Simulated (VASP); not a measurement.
# CsRe (F-43m) in VASP: a series of runs, part 2 of 2

VASP 6.6.1. The steps go on from the part before.

## Step 5: Single point, PBE

This run uses another cell than the first one, of 31.97 Å³/atom, 1.046 times its volume.

The input, INCAR:

```
PREC     = Accurate       # precision mode
ENCUT    = 500            # plane-wave cutoff, eV
EDIFF    = 1E-6           # SCF threshold, eV
ISMEAR   = 0              # smearing method
SIGMA    = 0.1            # smearing width, eV
LREAL    = F              # projectors in reciprocal space
LASPH    = T              # aspherical terms in the spheres
NELM     = 120            # most SCF steps
ALGO     = Normal         # electronic algorithm
ISIF     = 2              # what is computed and relaxed
LWAVE    = F              # write WAVECAR
LCHARG   = F              # write CHGCAR
GGA      = PE             # functional
NBANDS   = 19             # bands
GGA_COMPAT= F
```

The input, KPOINTS:

```
regular mesh
0
Gamma
  6 6 6
```

The input, POSCAR:

```
CsRe
1.0
    0.0000000000      3.1736828100      3.1736828100
    3.1736828100      0.0000000000      3.1736828100
    3.1736828100      3.1736828100      0.0000000000
Cs Re
1 1
Direct
    0.7500000000      0.7500000000      0.7500000000
    0.0000000000      0.0000000000      0.0000000000
```

Potentials or basis: VASP PAW PBE potentials, release 64 (Cs_sv, Re_sv_GW).

On the command line:

```sh
$ cat potpaw_PBE.64/Cs_sv/POTCAR potpaw_PBE.64/Re_sv_GW/POTCAR > POTCAR
$ mpirun -np 1 vasp_std > vasp.out
```

OUTCAR:

```text
PREC = Accurate
   ENCUT = 500
   EDIFF = 1E-6
   ISMEAR = 0
   LREAL = F
   LASPH = T
   NELM = 120
   ISIF = 2
   GGA = PE

 ion  position               nearest neighbor table
   1  0.750  0.750  0.750-   2 2.75   2 2.75   2 2.75   2 2.75
   2  0.000  0.000  0.000-   1 2.75   1 2.75   1 2.75   1 2.75

  LATTYP: Found a face centered cubic cell.
 ALAT       =     6.3473656200

  Lattice vectors:

 A1 = (   0.0000000000,   3.1736828100,   3.1736828100)
 A2 = (   3.1736828100,   0.0000000000,   3.1736828100)
 A3 = (   3.1736828100,   3.1736828100,   0.0000000000)

Analysis of symmetry for initial positions (statically):
=====================================================================
 Subroutine PRICEL returns:
 Original cell was already a primitive cell.

 Routine SETGRP: Setting up the symmetry group for a
 face centered cubic supercell.

 Subroutine GETGRP returns: Found 24 space group operations
 (whereof 24 operations were pure point group operations)
 out of a pool of 48 trial point group operations.

The static configuration has the point symmetry T_d .

Analysis of symmetry for dynamics (positions and initial velocities):
=====================================================================
 Subroutine PRICEL returns:
 Original cell was already a primitive cell.

 Routine SETGRP: Setting up the symmetry group for a
 face centered cubic supercell.

 Subroutine GETGRP returns: Found 24 space group operations
 (whereof 24 operations were pure point group operations)
 out of a pool of 48 trial point group operations.

The dynamic configuration has the point symmetry T_d .

 Subroutine INISYM returns: Found 24 space group operations
 (whereof 24 operations are pure point group operations),
 and found     1 'primitive' translations

----------------------------------------------------------------------------------------

                                     Primitive cell

  volume of cell :      63.9323

  direct lattice vectors                    reciprocal lattice vectors
     0.000000000  3.173682810  3.173682810    -0.157545675  0.157545675  0.157545675
     3.173682810  0.000000000  3.173682810     0.157545675 -0.157545675  0.157545675
     3.173682810  3.173682810  0.000000000     0.157545675  0.157545675 -0.157545675

  length of vectors
     4.488265273  4.488265273  4.488265273     0.272877113  0.272877113  0.272877113

  position of ions in fractional coordinates (direct lattice)
     0.750000000  0.750000000  0.750000000
     0.000000000  0.000000000  0.000000000

  ion indices of the primitive-cell ions
   primitive index   ion index
                 1           1
                 2           2

----------------------------------------------------------------------------------------

 KPOINTS: regular mesh

Automatic generation of k-mesh.
 Grid dimensions read from file:
 generate k-points for:    6    6    6

 Generating k-lattice:

  Cartesian coordinates                     Fractional coordinates (reciprocal lattice)
    -0.026257612  0.026257612  0.026257612     0.166666667  0.000000000  0.000000000
     0.026257612 -0.026257612  0.026257612     0.000000000  0.166666667  0.000000000
     0.026257612  0.026257612 -0.026257612     0.000000000  0.000000000  0.166666667

  Length of vectors
     0.045479519  0.045479519  0.045479519

  Shift w.r.t. Gamma in fractional coordinates (k-lattice)
     0.000000000  0.000000000  0.000000000

 Subroutine IBZKPT returns following result:
 ===========================================

 Found     16 irreducible k-points:

 Following reciprocal coordinates:
            Coordinates               Weight
  0.000000  0.000000  0.000000      1.000000
  0.166667  0.000000  0.000000      8.000000
  0.333333  0.000000  0.000000      8.000000
  0.500000  0.000000  0.000000      4.000000
  0.166667  0.166667  0.000000      6.000000
  0.333333  0.166667  0.000000     24.000000
[... 8 lines left out ...]
 -0.333333  0.333333  0.166667     24.000000
 -0.333333  0.500000  0.166667     12.000000
   k-points           NKPTS =     16   k-points in BZ     NKDIM =     16   number of bands    NBANDS=     19
   number of dos      NEDOS =    301   number of ions     NIONS =      2
   total plane-waves  NPLWV =  46656
   dimension x,y,z NGX =    36 NGY =   36 NGZ =   36
   dimension x,y,z NGXF=    72 NGYF=   72 NGZF=   72
   ions per type =               1   1
   NGX,Y,Z   is equivalent  to a cutoff of  13.33, 13.33, 13.33 a.u.
   NGXF,Y,Z  is equivalent  to a cutoff of  26.67, 26.67, 26.67 a.u.
 SYSTEM =  unknown system
   PREC   = accura    normal or accurate (medium, high low for compatibility)
   ISTART =      0    job   : 0-new  1-cont  2-samecut
   ICHARG =      2    charge: 1-file 2-atom 10-const
   ISPIN  =      1    spin polarized calculation?
   LNONCOLLINEAR =      F non collinear calculations
   LSORBIT =      F    spin-orbit coupling
   LASPH  =      T    aspherical Exc in radial PAW
   ENCUT  =  500.0 eV  36.75 Ry    6.06 a.u.   8.18  8.18  8.18*2*pi/ulx,y,z
   NELM   =    120;   NELMIN=  2; NELMDL= -5     # of ELM steps
   EDIFF  = 0.1E-05   stopping-criterion for ELM
   LREAL  =      F    real-space projection
   EDIFFG = 0.1E-04   stopping-criterion for IOM
   NSW    =      0    number of steps for IOM
   IBRION =     -1    ionic relax: 0-MD 1-quasi-New 2-CG
   NFREE  =      0    steps in history (QN), initial steepest desc. (CG)
   ISIF   =      2    stress and relaxation
   ISYM   =      2    0-nonsym 1-usesym 2-fastsym
   POTIM  = 0.5000    time-step for ionic-motion
   TEBEG  =    0.0;   TEEND  =   0.0 temperature during run
   PSTRESS=    0.0 pullay stress
   NELECT =      24.0000    total number of electrons
   NUPDOWN=      -1.0000    fix difference up-down
   EMIN   =  10.00;   EMAX   =-10.00  energy-range for DOS
   EFERMI =   0.00;   METHOD = LEGACY
   ISMEAR =     0;   SIGMA  =   0.10  broadening in eV -4-tet -1-fermi 0-gaus
   EFERMI_NEDOS =   21; number of points for ismear=-14 and -15
   IALGO  =     38    algorithm
   IMIX   =      4    mixing-type and parameters
     AMIX     =   0.40;   BMIX     =  1.00
     AMIX_MAG =   1.60;   BMIX_MAG =  1.00
  volume/ion in A,a.u.               =      31.97       215.72
  Fermi-wavevector in a.u.,A,eV,Ry     =   1.180969  2.231707 18.975870  1.394687
  Thomas-Fermi vector in A             =   2.317251
   LORBIT       =      0    0 simple, 1 ext, 2 COOP (PROOUT), +10 PAW based schemes
   GGA     = PE    functional components
   LHFCALC =     F    Hartree Fock is set to
   AEXX    =    0.0000 exact exchange contribution
   IVDW    =     0    specifies the selected vdW correction
   LEPSILON=     F    determine dielectric tensor
   LRPA    =     F    only Hartree local field effects (RPA)
 non-spin polarized calculation
 Gauss-broadening in eV      SIGMA  =   0.10
  energy-cutoff  :      500.00
  volume of cell :       63.93
 maximum number of plane-waves:      1640
 NGX is ok and might be reduce to    36
   NGX = 17   NGY = 17   NGZ = 17

 number of electron      23.9999997 magnetization

 Free energy of the ion-electron system (eV)
  ---------------------------------------------------
  ext. energy  EPLUGINS =         0.00000000
  ---------------------------------------------------
  free energy    TOTEN  =        -6.45165378 eV

  energy without entropy =       -6.40998598  energy(sigma->0) =       -6.43081988

 E-fermi :   4.0490     XC(G=0):  -9.6447

 val. band max:        4.0297435806   @ k =  -0.3333   0.3333   0.1667
 cond. band min:       4.0705056523   @ k =  -0.3333   0.3333   0.0000
 fundamental gap:      0.0407620716
 Fermi energy:         4.0490167921

 k-point     1 :       0.0000    0.0000    0.0000
  band No.  band energies     occupation
      1     -75.1395      2.00000
      2     -37.1095      2.00000
      3     -37.1095      2.00000
      4     -37.1095      2.00000
      5     -18.5429      2.00000
      6      -5.5361      2.00000
[... 11 lines left out ...]
     18      11.6580      0.00000
     19      12.6615      0.00000
[... 309 lines left out ...]
 k-point    16 :      -0.3333    0.5000    0.1667
  band No.  band energies     occupation
      1     -75.1394      2.00000
      2     -37.1167      2.00000
      3     -37.1123      2.00000
      4     -37.1115      2.00000
      5     -18.3663      2.00000
      6      -6.1393      2.00000
[... 11 lines left out ...]
     18      11.3662      0.00000
     19      12.0207      0.00000

------------------------ aborting loop because EDIFF is reached ----------------------------------------

  FORCE on cell =-STRESS in cart. coord.  units (eV):
  Direction    XX          YY          ZZ          XY          YZ          ZX
  --------------------------------------------------------------------------------------
  -------------------------------------------------------------------------------------
  Total       -0.0755916     -0.0755916     -0.0755916     -0.0000000     -0.0000000      0.0000000
  in kB       -1.8943658     -1.8943658     -1.8943658     -0.0000000     -0.0000000      0.0000000
  external PRESSURE =      -1.8943658 kB  Pullay stress =       0.0000000 kB

 VOLUME and BASIS-vectors are now :
 -----------------------------------------------------------------------------
  energy-cutoff  :      500.00
  volume of cell :       63.93
      direct lattice vectors                 reciprocal lattice vectors
     0.000000000  3.173682810  3.173682810    -0.157545675  0.157545675  0.157545675
     3.173682810  0.000000000  3.173682810     0.157545675 -0.157545675  0.157545675
     3.173682810  3.173682810  0.000000000     0.157545675  0.157545675 -0.157545675

 POSITION                                       TOTAL-FORCE (eV/Angst)
 -----------------------------------------------------------------------------------
      4.76052      4.76052      4.76052         0.000000     -0.000000     -0.000000
      0.00000      0.00000      0.00000        -0.000000      0.000000      0.000000
 -----------------------------------------------------------------------------------
    total drift:                               -0.000000     -0.000000     -0.000000

  FREE ENERGIE OF THE ION-ELECTRON SYSTEM (eV)
  ---------------------------------------------------
  free  energy   TOTEN  =        -6.4516537771 eV

  energy  without entropy=       -6.4099859808  energy(sigma->0) =       -6.43081988
```

Wall time 20 s (1 thread of Intel Xeon Platinum 8375C at 2.90GHz (Ice Lake), shared host); peak memory 0.21 GiB.

What came out:

```yaml
Free_energy: -6.4517 eV
Pressure: -0.2 GPa
Band_gap_on_the_k_mesh: zero (band 12 reaches 4.83 eV, above the bottom of band 13 at 3.67 eV)
```

Levels at points of the mesh, in eV from the Fermi level:
```csv
k point,band 8,band 9,band 10,band 11,band 12,band 13,band 14,band 15,band 16,band 17
"(0.00, 0.00, 0.00)",-9.59,-2.44,-1.14,-1.14,0.78,0.78,0.78,3.44,3.44,3.44
"(0.50, 0.00, 0.00)",-9.54,-1.13,-0.96,-0.96,-0.28,-0.06,-0.06,3.47,4.62,4.62
"(0.50, 0.50, 0.00)",-9.53,-1.78,-1.66,-0.44,-0.44,-0.38,1.95,2.44,5.36,6.55
```

Caveat: spin-orbit coupling is left out, which moves the levels of the heavy elements.

## Step 6: Summary

| task | potentials or basis | cell | k mesh | cutoff (eV) | second run | gap on the mesh (eV) | pressure (GPa) |
| --- | --- | --- | --- | --- | --- | --- | --- |
| single point | VASP PAW PBE potentials, release 64 (Cs_sv, Re) | a = 4.421 Å, angles 60.0°, 2 atoms | 16 × 16 × 16 | 520 | - | none | 2.5 |
| relaxation of cell and atoms | VASP PAW PBE potentials, release 64 (Cs_sv, Re) | relaxed from a = 4.488 Å, angles 60.0°, 2 atoms | 16 × 16 × 16 | 600 | - | none | 0.0 |
| single point | VASP PAW PBE potentials, release 64 (Cs_sv, Re) | a = 4.488 Å, angles 60.0°, 2 atoms | 6 × 6 × 6 | 520 | - | none | 0.6 |
| single point | VASP PAW PBE potentials, release 64 (Cs_sv, Re_sv_GW) | a = 4.488 Å, angles 60.0°, 2 atoms | 6 × 6 × 6 | 500 | valence_matched | none | -0.2 |

Alike in all rows: level PBE; no spin polarisation; smearing gaussian 0.1 eV.

Caveats: spin-orbit coupling is left out, which moves the levels of the heavy elements.

Absolute energies hang on the potentials; compare differences alone.
